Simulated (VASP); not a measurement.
Input of a VASP 6.6.1 run:

The input INCAR:

```
PREC = Accurate ; ENCUT = 520
EDIFF = 1E-7 ; ISMEAR = 0
SIGMA = 0.15 ; LREAL = F
LASPH = T ; NELM = 80
ALGO = Normal ; ISIF = 2
LWAVE = F ; LCHARG = F
NBANDS = 10
```

KPOINTS

```
regular mesh
0
Gamma
  22 22 22
```

The input POSCAR:

```
Ir
1.0
    0.0000000000      1.8402976836      1.9880735875
    1.8402976836      0.0000000000      1.9880735875
    1.8402976836      1.8402976836      0.0000000000
Ir
1
Direct
    0.0000000000      0.0000000000      0.0000000000
```

Potentials or basis: VASP PAW LDA potentials, release 64 (Ir).

Command:

```sh
$ cat potpaw_LDA.64/Ir/POTCAR > POTCAR
$ mpirun -np 1 vasp_std > vasp.out
```

Problem. Estimate the pressure.

Solution. 16.5 GPa.

Stress tensor (GPa, compression positive):
```
27.78  0.00  0.00
 0.00 27.78  0.00
 0.00  0.00 -5.91
```
